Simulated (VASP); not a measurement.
# Mo16H (a cell with a defect) in VASP: further runs, part 2 of 2

VASP 6.6.1.

### Step 3. Single point, PBE

INCAR

```
PREC = Accurate ; ENCUT = 520
EDIFF = 1E-7 ; ISMEAR = 1
SIGMA = 0.1 ; LREAL = Auto
LASPH = True ; NELM = 100
ALGO = Normal ; ISIF = 2
LWAVE = False ; LCHARG = True
GGA = PE ; LELF = True
LVHAR = True ; NBANDS = 126
```

KPOINTS

```
Automatic mesh
0
Gamma
  3 3 3
```

POSCAR

```
Mo16H
1.0
    6.3226243300      0.0000000000      0.0000000000
    0.0000000000      6.3226243300      0.0000000000
    0.0000000000      0.0000000000      6.3226243300
Mo H
16 1
Direct
   -0.0022197495     -0.0011123728     -0.0001340444
    0.2497647588      0.2451292070      0.2397108989
   -0.0014567686      0.0005974724      0.4998388147
    0.2497766191      0.2449485463      0.7599399609
   -0.0012283794      0.5014379695     -0.0002178140
    0.2497477343      0.7520481285      0.2485646138
   -0.0103319980      0.5074777198      0.4998302357
    0.2497695766      0.7519043374      0.7510081116
    0.5017128588     -0.0011800281     -0.0001121647
    0.7497846501      0.2512559482      0.2488339370
    0.5009478968      0.0006200911      0.4999159803
    0.7497816318      0.2511750384      0.7507096536
    0.5006767352      0.5013864999     -0.0001474989
    0.7497281414      0.7537946595      0.2477380786
    0.5098393695      0.5075798361      0.4998675997
    0.7497624896      0.7537586421      0.7516998565
    0.2497044588      0.3762497960      0.4998722861
```

Potentials or basis: VASP PAW PBE potentials, release 64 (Mo_sv, H).

Run with:

```bash
$ cat potpaw_PBE.64/Mo_sv/POTCAR potpaw_PBE.64/H/POTCAR > POTCAR
$ mpirun -np 1 vasp_std > vasp.out
```

OUTCAR:

```text
PREC = Accurate
   ENCUT = 520
   EDIFF = 1E-7
   ISMEAR = 1
   LREAL = Auto
   LASPH = True
   NELM = 100
   ISIF = 2
   GGA = PE

 ion  position               nearest neighbor table
   1  0.998  0.999  1.000-   4 2.69   2 2.69  14 2.71  16 2.71   6 2.73   8 2.73  10 2.74  12 2.74
                             9 3.14   5 3.15   3 3.16   3 3.16   5 3.18   9 3.19
   2  0.250  0.245  0.240-  17 1.84   1 2.69   9 2.69  13 2.73   5 2.73   3 2.76  11 2.76   7 2.86
                            15 2.86   4 3.03   6 3.12  10 3.16  10 3.16   6 3.21   4 3.29
   3  0.999  0.001  0.500-  16 2.73  14 2.73  12 2.74  10 2.74   6 2.74   8 2.74   4 2.76   2 2.76
                             7 3.12  11 3.15   1 3.16   1 3.16  11 3.18   7 3.21
   4  0.250  0.245  0.760-  17 1.84   1 2.69   9 2.69  13 2.73   5 2.73  11 2.76   3 2.76   7 2.86
                            15 2.86   2 3.03   8 3.12  12 3.16  12 3.16   8 3.21   2 3.29
   5  0.999  0.501  1.000-   2 2.73   4 2.73  10 2.73  12 2.73  14 2.74  16 2.74   8 2.74   6 2.74
                             1 3.15  13 3.15   7 3.16   7 3.16  13 3.17   1 3.18
   6  0.250  0.752  0.249-   9 2.73   1 2.73  13 2.74   5 2.74   3 2.74  11 2.74  15 2.76   7 2.76
                             2 3.12   8 3.15  14 3.16  14 3.16   8 3.18   2 3.21
   7  0.990  0.507  0.500-  17 1.84  16 2.69  14 2.70  12 2.73  10 2.73   8 2.76   6 2.76   2 2.86
                             4 2.86  15 3.03   3 3.12   5 3.16   5 3.16   3 3.21  15 3.29
   8  0.250  0.752  0.751-   9 2.73   1 2.73   5 2.74  13 2.74  11 2.74   3 2.74  15 2.76   7 2.76
                             4 3.12   6 3.15  16 3.16  16 3.16   6 3.18   4 3.21
   9  0.502  0.999  1.000-   4 2.69   2 2.69  14 2.70  16 2.71   6 2.73   8 2.73  10 2.74  12 2.74
                             1 3.14  13 3.15  11 3.16  11 3.16  13 3.18   1 3.19
  10  0.750  0.251  0.249-   7 2.73  15 2.73  13 2.73   5 2.73   1 2.74   9 2.74   3 2.74  11 2.74
                            14 3.15  12 3.15   2 3.16   2 3.16  12 3.17  14 3.18
  11  0.501  0.001  0.500-  16 2.73  14 2.73  12 2.74  10 2.74   8 2.74   6 2.74   4 2.76   2 2.76
                            15 3.12   3 3.15   9 3.16   9 3.16   3 3.18  15 3.21
  12  0.750  0.251  0.751-   7 2.73  15 2.73   5 2.73  13 2.73   1 2.74   9 2.74  11 2.74   3 2.74
                            16 3.14  10 3.15   4 3.16   4 3.16  10 3.17  16 3.18
  13  0.501  0.501  1.000-   2 2.73   4 2.73  10 2.73  12 2.73  14 2.74  16 2.74   8 2.74   6 2.74
                             9 3.15   5 3.15  15 3.16  15 3.16   5 3.17   9 3.18
  14  0.750  0.754  0.248-  15 2.70   7 2.70   9 2.70   1 2.71   3 2.73  11 2.73  13 2.74   5 2.74
                            16 3.14  10 3.15   6 3.16   6 3.16  10 3.18  16 3.19
  15  0.510  0.508  0.500-  17 1.84  16 2.69  14 2.70  12 2.73  10 2.73   8 2.76   6 2.76   2 2.86
                             4 2.86   7 3.03  11 3.12  13 3.16  13 3.16  11 3.21   7 3.29
  16  0.750  0.754  0.752-  15 2.69   7 2.69   9 2.71   1 2.71  11 2.73   3 2.73   5 2.74  13 2.74
                            14 3.14  12 3.14   8 3.16   8 3.16  12 3.18  14 3.19
[... 201 lines left out ...]

  energy without entropy =     -177.83961090  energy(sigma->0) =     -177.85814935

 E-fermi :  12.6330     XC(G=0): -13.3650

 val. band max:       12.6294536347   @ k =   0.0000   0.0000   0.3333
 cond. band min:      12.6480728260   @ k =   0.3333   0.0000   0.3333
 fundamental gap:      0.0186191913
 Fermi energy:        12.6329699455

 k-point     1 :       0.0000    0.0000    0.0000
  band No.  band energies     occupation
      1     -48.7867      2.00000
      2     -48.5911      2.00000
      3     -48.5612      2.00000
      4     -48.5610      2.00000
      5     -48.5525      2.00000
      6     -48.5390      2.00000
[... 1767 lines left out ...]
    123      13.8749     -0.00000
    124      13.9066     -0.00000
 [bands above 124 left out]

------------------------ aborting loop because EDIFF is reached ----------------------------------------

  FORCE on cell =-STRESS in cart. coord.  units (eV):
  Direction    XX          YY          ZZ          XY          YZ          ZX
  --------------------------------------------------------------------------------------
  -------------------------------------------------------------------------------------
  Total        5.4877556      5.2610228      5.4952303     -0.0037970      0.0004547      0.0007081
  in kB       34.7866982     33.3494466     34.8340804     -0.0240690      0.0028821      0.0044889
  external PRESSURE =      34.3234084 kB  Pullay stress =       0.0000000 kB

 VOLUME and BASIS-vectors are now :
 -----------------------------------------------------------------------------
  energy-cutoff  :      520.00
  volume of cell :      252.75
      direct lattice vectors                 reciprocal lattice vectors
     6.322624330  0.000000000  0.000000000     0.158162173  0.000000000  0.000000000
     0.000000000  6.322624330  0.000000000     0.000000000  0.158162173  0.000000000
     0.000000000  0.000000000  6.322624330     0.000000000  0.000000000  0.158162173

 POSITION                                       TOTAL-FORCE (eV/Angst)
 -----------------------------------------------------------------------------------
      6.30859      6.31559      6.32178        -0.001812      0.005806     -0.002613
      1.57917      1.54986      1.51560         0.000795     -0.012730      0.002781
      6.31341      0.00378      3.16029         0.000098      0.013279      0.000153
      1.57924      1.54872      4.80481        -0.000331     -0.004597     -0.006325
      6.31486      3.17040      6.32125         0.001116      0.010947      0.002409
      1.57906      4.75492      1.57158        -0.000305     -0.016436      0.002258
[... 9 lines left out ...]
      4.74047      4.76573      4.75272         0.000160     -0.008763      0.004383
      1.57879      2.37889      3.16050         0.003575      0.000546      0.000621
 -----------------------------------------------------------------------------------
    total drift:                                0.000618     -0.003983      0.000165

  FREE ENERGIE OF THE ION-ELECTRON SYSTEM (eV)
  ---------------------------------------------------
  free  energy   TOTEN  =      -177.8674185804 eV

  energy  without entropy=     -177.8396108998  energy(sigma->0) =     -177.85814935
```

OSZICAR:

```text
N       E                     dE             d eps       ncg     rms          rms(c)
DAV:   1     0.304611111426E+04    0.30461E+04   -0.13978E+05  3528   0.189E+03
DAV:   2    -0.279148515803E+02   -0.30740E+04   -0.30134E+04  3716   0.602E+02
DAV:   3    -0.182782397354E+03   -0.15487E+03   -0.14973E+03  4674   0.115E+02
[... 11 lines left out ...]
DAV:  15    -0.177867418764E+03    0.37766E-07   -0.17318E-05  4456   0.167E-02    0.560E-03
DAV:  16    -0.177867418718E+03    0.46501E-07   -0.24306E-06  4496   0.683E-03    0.348E-03
DAV:  17    -0.177867418915E+03   -0.19755E-06   -0.42014E-07  3096   0.286E-03    0.171E-03
DAV:  18    -0.177867418722E+03    0.19316E-06   -0.13743E-07  2368   0.194E-03    0.742E-04
DAV:  19    -0.177867418539E+03    0.18339E-06   -0.41625E-08  2280   0.121E-03    0.441E-04
DAV:  20    -0.177867418580E+03   -0.41444E-07   -0.91449E-09  2280   0.421E-04
   1 F= -.17786742E+03 E0= -.17785815E+03  d E =-.278077E-01
```

Run time: 12 min. Hardware: 1 thread of Intel Xeon Platinum 8488C (Sapphire Rapids), shared host; peak memory 0.49 GiB.

What came out:

```yaml
Free_energy: -177.8674 eV
Pressure: 3.4 GPa
Largest_force: 0.017 eV/Å
Band_gap_on_the_k_mesh: zero (an odd number of electrons rules out a gap without spin polarisation)
```

Forces on the atoms (eV/Å):
```
Mo  -0.002  0.006 -0.003
Mo   0.001 -0.013  0.003
Mo   0.000  0.013  0.000
Mo   0.000 -0.005 -0.006
Mo   0.001  0.011  0.002
Mo   0.000 -0.016  0.002
Mo   0.002  0.015 -0.001
Mo  -0.001 -0.010  0.000
Mo   0.003  0.010 -0.002
Mo  -0.003 -0.014  0.000
Mo   0.000  0.014 -0.005
Mo  -0.002 -0.010  0.003
Mo   0.001  0.011 -0.002
Mo   0.002 -0.010  0.005
Mo  -0.006  0.006 -0.002
Mo   0.000 -0.009  0.004
H    0.004  0.001  0.001
```

Stress tensor (GPa, compression positive):
```
3.48 0.00 0.00
0.00 3.33 0.00
0.00 0.00 3.48
```
